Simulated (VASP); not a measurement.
# Zr12H (a cell with a defect) in VASP: a series of runs, part 2 of 2

VASP 6.6.1. The steps go on from the part before.

### Step 3. Single point, PBE

The input, INCAR:

```
PREC     = Accurate       # precision mode
ENCUT    = 520            # plane-wave cutoff, eV
EDIFF    = 1E-7           # SCF threshold, eV
ISMEAR   = -1             # smearing method
SIGMA    = 0.05           # smearing width, eV
LREAL    = F              # projectors in reciprocal space
LASPH    = T              # aspherical terms in the spheres
NELM     = 60             # most SCF steps
ALGO     = Normal         # electronic algorithm
ISIF     = 2              # what is computed and relaxed
LWAVE    = F              # write WAVECAR
LCHARG   = F              # write CHGCAR
GGA      = PE             # functional
NBANDS   = 84             # bands
```

The input, KPOINTS:

```
Automatic mesh
0
Gamma
  3 2 3
```

The input, POSCAR:

```
Zr12H
1.0
    6.4600000000      0.0000000000      0.0000000000
   -4.8450000000      8.3917860000      0.0000000000
    0.0000000000      0.0000000000      5.1453900000
Zr H
12 1
Direct
   -0.0063172874     -0.0068876564      0.0163390559
    0.1672902778      0.2230131270      0.4964783843
   -0.0021635420      0.3364801385      0.0083131734
    0.1664599893      0.5563021725      0.4909813518
    0.0022057990      0.6681163358     -0.0112198713
    0.1678740574      0.8887803543      0.5019294335
    0.4989070161     -0.0000970564      0.0054222780
    0.6682374171      0.2243255748      0.5002781863
    0.5064886295      0.3366545533      0.0050739815
    0.6703289700      0.5587035702      0.4843736249
    0.4974239345      0.6651479822     -0.0076340636
    0.6629454443      0.8866073046      0.5038579128
    0.1643909945      0.2201335995      0.8865448525
```

Potentials or basis: VASP PAW PBE potentials, release 64 (Zr_sv, H).

Launch:

```bash
$ cat potpaw_PBE.64/Zr_sv/POTCAR potpaw_PBE.64/H/POTCAR > POTCAR
$ mpirun -np 1 vasp_std > vasp.out
```

OUTCAR:

```text
PREC = Accurate
   ENCUT = 520
   EDIFF = 1E-7
   ISMEAR = -1
   LREAL = F
   LASPH = T
   NELM = 60
   ISIF = 2
   GGA = PE

 ion  position               nearest neighbor table
   1  0.994  0.993  0.016-  13 2.02   6 3.11  12 3.12   2 3.13   5 3.18  11 3.19  12 3.22   6 3.23
                             7 3.23   7 3.23   2 3.30   3 3.31   9 3.32
   2  0.167  0.223  0.496-  13 2.01   1 3.13   3 3.15   9 3.16   8 3.23   8 3.23   4 3.23   9 3.23
                             6 3.24   3 3.25  10 3.25  12 3.26   1 3.30
   3  0.998  0.336  0.008-  13 2.01   4 3.09   8 3.13   2 3.15   9 3.17   8 3.20   5 3.20  11 3.21
[... 1121 lines left out ...]
  energy-cutoff  :      520.00
  volume of cell :      278.94
      direct lattice vectors                 reciprocal lattice vectors
     6.460000000  0.000000000  0.000000000     0.154798762  0.089373108  0.000000000
    -4.845000000  8.391786000  0.000000000     0.000000000  0.119164145  0.000000000
     0.000000000  0.000000000  5.145390000     0.000000000  0.000000000  0.194348728

 POSITION                                       TOTAL-FORCE (eV/Angst)
 -----------------------------------------------------------------------------------
      1.60756      8.33399      0.08407         0.000138     -0.008170      0.019238
      0.00020      1.87148      2.55457        -0.004573     -0.004230     -0.022846
      4.81578      2.82367      0.04277        -0.007461     -0.009153      0.019340
     -1.61995      4.66837      2.52629        -0.008285      0.006022      0.001582
     -3.22277      5.60669      5.08766        -0.007472      0.004858     -0.016783
     -3.22167      7.45845      2.58262        -0.006826     -0.009558      0.008107
     -1.62159      8.39097      0.02790         0.005627      0.013698     -0.010003
      3.22996      1.88249      2.57413         0.009577     -0.015021      0.000954
      1.64083      2.82513      0.02611        -0.004133     -0.001452      0.003419
      1.62341      4.68852      2.49229         0.006661      0.012729      0.005430
     -0.00928      5.58178      5.10611         0.009579      0.003651     -0.016174
     -0.01298      7.44022      2.59255         0.001599      0.004658      0.009337
     -0.00458      1.84731      4.56162         0.005569      0.001967     -0.001600
 -----------------------------------------------------------------------------------
    total drift:                                0.000002     -0.000028      0.000003

  FREE ENERGIE OF THE ION-ELECTRON SYSTEM (eV)
  ---------------------------------------------------
  free  energy   TOTEN  =      -105.8322872528 eV

  energy  without entropy=     -105.6544642116  energy(sigma->0) =     -105.74337573
```

OSZICAR:

```text
N       E                     dE             d eps       ncg     rms          rms(c)
DAV:   1     0.167805816240E+04    0.16781E+04   -0.76340E+04  1680   0.172E+03
[... 13 lines left out ...]
DAV:  15    -0.105832290848E+03   -0.98215E-06   -0.23726E-05  2312   0.215E-02    0.697E-03
DAV:  16    -0.105832288566E+03    0.22826E-05   -0.69862E-06  2328   0.124E-02    0.319E-03
DAV:  17    -0.105832287940E+03    0.62531E-06   -0.10700E-06  1944   0.504E-03    0.195E-03
DAV:  18    -0.105832287526E+03    0.41421E-06   -0.20165E-07  1248   0.250E-03    0.943E-04
DAV:  19    -0.105832287343E+03    0.18343E-06   -0.68924E-08  1200   0.147E-03    0.516E-04
DAV:  20    -0.105832287218E+03    0.12496E-06   -0.35147E-08  1168   0.879E-04    0.160E-04
DAV:  21    -0.105832287253E+03   -0.35003E-07   -0.16455E-08  1080   0.538E-04
   1 F= -.10583229E+03 E0= -.10574338E+03  d E =-.177823E+00
```

stdout:

```text
POSCAR found type information on POSCAR ZrH
 POSCAR found :  2 types and      13 ions
 scaLAPACK will be used
 LDA part: xc-table for (Slater+PW92), standard interpolation
 -----------------------------------------------------------------------------
|                                                                             |
|           W    W    AA    RRRRR   N    N  II  N    N   GGGG   !!!           |
|           W    W   A  A   R    R  NN   N  II  NN   N  G    G  !!!           |
|           W    W  A    A  R    R  N N  N  II  N N  N  G       !!!           |
|           W WW W  AAAAAA  RRRRR   N  N N  II  N  N N  G  GGG   !            |
|           WW  WW  A    A  R   R   N   NN  II  N   NN  G    G                |
|           W    W  A    A  R    R  N    N  II  N    N   GGGG   !!!           |
|                                                                             |
|     Your reciprocal lattice and k-lattice belong to different lattice       |
|     classes:                                                                |
|                                                                             |
|        The reciprocal lattice is simple monoclinic,                         |
|        whereas your k-lattice is hexagonal.                                 |
|                                                                             |
|     Results are often still useful ...                                      |
|                                                                             |
 -----------------------------------------------------------------------------

 POSCAR, INCAR and KPOINTS ok, starting setup
 FFT: planning ... GRIDC
 FFT: planning ... GRID_SOFT
 FFT: planning ... GRID
 WAVECAR not read
 entering main loop
```

It used 1000 s of CPU time on 1 thread of AMD EPYC 7R13 Processor (Zen 3), with other jobs on the host.

What came out:

* Free energy: -105.8323 eV
* Pressure: 2.2 GPa
* Largest force: 0.024 eV/Å

Forces in eV/Å, atoms in the order of the input:
```
Zr   0.000 -0.008  0.019
Zr  -0.005 -0.004 -0.023
Zr  -0.007 -0.009  0.019
Zr  -0.008  0.006  0.002
Zr  -0.007  0.005 -0.017
Zr  -0.007 -0.010  0.008
Zr   0.006  0.014 -0.010
Zr   0.010 -0.015  0.001
Zr  -0.004 -0.001  0.003
Zr   0.007  0.013  0.005
Zr   0.010  0.004 -0.016
Zr   0.002  0.005  0.009
H    0.006  0.002 -0.002
```

Stress tensor (GPa, compression positive):
```
 2.17  0.05  0.03
 0.05  2.10 -0.03
 0.03 -0.03  2.37
```

Caveat: the k points lie up to 0.41 Å⁻¹ apart.

### Step 4. Single point, PBE

The input, INCAR:

```
SYSTEM = Zr12H
ALGO = Normal ; EDIFF = 1E-6
ENCUT = 520 ; GGA = PE
ISIF = 2 ; ISMEAR = -1
LASPH = .True. ; LCHARG = .True.
LELF = .True. ; LREAL = .False.
LVHAR = .True. ; LWAVE = .False.
NBANDS = 84 ; NELM = 80
PREC = Accurate ; SIGMA = 0.05
```

The input, KPOINTS:

```
k-points
0
Gamma
  3 2 3
  0 0 0
```

The input, POSCAR:

```
Zr12H
1.0
    6.4600000000      0.0000000000      0.0000000000
   -4.8450000000      8.3917860000      0.0000000000
    0.0000000000      0.0000000000      5.1453900000
Zr H
12 1
Direct
   -0.0061572145     -0.0072943543     -0.0183072884
    0.1679942524      0.2227269710      0.5030920608
   -0.0016240156      0.3359129007     -0.0091422859
    0.1665470742      0.5561238496      0.5098373796
    0.0025811385      0.6679354710      0.0125677174
    0.1677160236      0.8883834387      0.4972764690
    0.4992634087     -0.0001843343     -0.0057027630
    0.6686412996      0.2236499046      0.4994958170
    0.5071691178      0.3363223409     -0.0048447217
    0.6709003660      0.5587336689      0.5170077608
    0.4980131825      0.6650602287      0.0091195919
    0.6631630201      0.8865516509      0.4953557674
    0.1650189268      0.2196235336      1.1129625051
```

Launch:

```bash
$ cat potpaw_PBE.64/Zr_sv/POTCAR potpaw_PBE.64/H/POTCAR > POTCAR
$ mpirun -np 1 vasp_std > vasp.out
```

Wall time 18 min (1 thread of AMD EPYC 7R13 (Zen 3), shared host); peak memory 0.39 GiB.

It converged, with:

```yaml
Free_energy: -105.8326 eV
Pressure: 2.2 GPa
Largest_force: 0.008 eV/Å
```

Forces on the atoms (eV/Å):
```
Zr  -0.001 -0.002  0.004
Zr   0.001 -0.001  0.001
Zr  -0.005  0.001 -0.001
Zr  -0.004  0.001  0.000
Zr  -0.002 -0.001  0.002
Zr   0.007 -0.002 -0.003
Zr   0.002 -0.003  0.002
Zr  -0.001  0.004  0.000
Zr   0.000  0.004 -0.004
Zr   0.004 -0.002  0.000
Zr   0.003  0.001  0.000
Zr  -0.004 -0.002 -0.003
H    0.001  0.002  0.003
```

Stress tensor (GPa, compression positive):
```
 2.15  0.06 -0.04
 0.06  2.08  0.03
-0.04  0.03  2.40
```

Levels at points of the mesh, in eV from the Fermi level:
```
           k point  band 70  band 71  band 72  band 73  band 74  band 75
(0.00, 0.00, 0.00)    -0.25     0.13     0.22     0.51     0.55     0.74
(0.00, 0.50, 0.00)    -0.16    -0.05     0.05     0.16     0.24     0.51
```

Caveat: the k points lie up to 0.41 Å⁻¹ apart.

### Step 5. Single point, PBE

The input, INCAR:

```
ALGO = Normal
EDIFF = 1E-7
ENCUT = 520
GGA = PE
ISIF = 2
ISMEAR = -1
LASPH = True
LCHARG = True
LELF = True
LREAL = False
LVHAR = True
LWAVE = False
NBANDS = 84
NELM = 60
PREC = Accurate
SIGMA = 0.05
```

The input, KPOINTS:

```
k-points
0
Gamma
  3 2 3
```

The input, POSCAR:

```
Zr12H
1.0
    6.4600000000      0.0000000000      0.0000000000
   -4.8450000000      8.3917860000      0.0000000000
    0.0000000000      0.0000000000      5.1453900000
Zr H
12 1
Direct
   -0.0061571738     -0.0072943948     -0.0183072615
    0.1679942926      0.2227269618      0.5030920883
   -0.0016240091      0.3359128796     -0.0091423585
    0.1665470368      0.5561238096      0.5098373495
    0.0025812114      0.6679355265      0.0125677548
    0.1677160885      0.8883834740      0.4972763969
    0.4992634426     -0.0001843469     -0.0057027747
    0.6686412861      0.2236498881      0.4994958594
    0.5071691451      0.3363223276     -0.0048447251
    0.6709003725      0.5587336236      0.5170078459
    0.4980131178      0.6650602148      0.0091196197
    0.6631629881      0.8865516828      0.4953558428
    0.1650189159      0.2196235700      1.1129624771
```

Launch:

```bash
$ cat potpaw_PBE.64/Zr_sv/POTCAR potpaw_PBE.64/H/POTCAR > POTCAR
$ mpirun -np 1 vasp_std > vasp.out
```

Wall time 14 min (1 thread of AMD EPYC 7R43 (Zen 3), shared host); peak memory 0.37 GiB.

The run converged. Its results:

| Property | Result |
| --- | --- |
| Free energy | -105.8326 eV |
| Pressure | 2.2 GPa |
| Largest force | 0.008 eV/Å |

Forces on the atoms (eV/Å):
```
Zr  -0.001 -0.002  0.004
Zr   0.001 -0.001  0.001
Zr  -0.005  0.001 -0.001
Zr  -0.004  0.001  0.000
Zr  -0.002 -0.001  0.002
Zr   0.007 -0.002 -0.003
Zr   0.002 -0.002  0.002
Zr  -0.001  0.004  0.001
Zr   0.000  0.004 -0.004
Zr   0.004 -0.002  0.000
Zr   0.003  0.001  0.000
Zr  -0.004 -0.002 -0.003
H    0.001  0.003  0.003
```

Stress tensor (GPa, compression positive):
```
 2.15  0.06 -0.04
 0.06  2.08  0.03
-0.04  0.03  2.40
```

Levels at points of the mesh, in eV from the Fermi level:
```csv
k point,band 69,band 70,band 71,band 72,band 73,band 74,band 75,band 76
"(0.00, 0.00, 0.00)",-0.46,-0.25,0.13,0.22,0.51,0.55,0.74,0.79
"(0.00, 0.50, 0.00)",-0.21,-0.16,-0.05,0.05,0.16,0.24,0.51,0.52
```

Caveat: the k points lie up to 0.41 Å⁻¹ apart.
